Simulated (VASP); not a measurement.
Set up this calculation in VASP 6.6.1, as the native input.

```
Task                   : relaxation of cell and atoms
Functional             : PBE
Potentials or basis    : VASP PAW PBE potentials, release 64 (Mg, O)
Cutoff                 : 600 eV
k mesh                 : 12 × 12 × 4
Occupations            : gaussian, width 0.1 eV
Spin                   : no spin polarisation
Dipole correction      : no
Further INCAR settings : ALGO = Normal; EDIFF = 1e-06; IBRION = 2; EDIFFG = -0.01; NSW = 100; ISIF = 3
```

The structure of Mg3O2 lies in POSCAR:

```
Mg3O2
1.0
    3.0504405127      0.0000000000      0.0000000000
   -1.5252202563      2.6417589767      0.0000000000
    0.0000000000      0.0000000000      7.4866430513
Mg O
3 2
Direct
    0.6666666667      0.3333333333      0.3300284613
    0.3333333333      0.6666666667      0.6699715387
    0.0000000000      0.0000000000      0.0000000000
    0.3333333333      0.6666666667      0.1626963017
    0.6666666667      0.3333333333      0.8373036983
```

These files were run (other wordings do the same):

INCAR

```
SYSTEM = Mg3O2
ALGO = Normal
EDIFF = 1E-6
EDIFFG = -0.01
ENCUT = 600
GGA = PE
IBRION = 2
ISIF = 3
ISMEAR = 0
LASPH = .TRUE.
LCHARG = .FALSE.
LREAL = .FALSE.
LWAVE = .FALSE.
NELM = 80
NSW = 100
PREC = Accurate
SIGMA = 0.1
```

KPOINTS

```
k-points
0
G
  12 12 4
  0 0 0
```

Potentials or basis: VASP PAW PBE potentials, release 64 (Mg, O).

Command:

```sh
$ cat potpaw_PBE.64/Mg/POTCAR potpaw_PBE.64/O/POTCAR > POTCAR
$ mpirun -np 1 vasp_std > vasp.out
```

It gave:

```json
{"Relaxed volume": "11.94 Å³/atom", "Relaxed cell": "a = 3.038 Å, b = 3.038 Å, c = 7.469 Å, α = 90.00°, β = 90.00°, γ = 120.00°", "Space group after relaxing (to 0.1 Å)": "P-3m1 (No. 164)", "Energy gained by relaxing": "0.4 meV/atom", "Ionic steps": "6", "Pressure after relaxing": "0.0 GPa", "Largest force after relaxing": "0.008 eV/Å", "Band gap on the k mesh": "zero (bands 9 and 10 overlap by 1.00 eV)"}
```

It took 3.2 min on 1 thread of Intel Xeon 8259CL, on a shared host, peak memory 0.23 GiB.
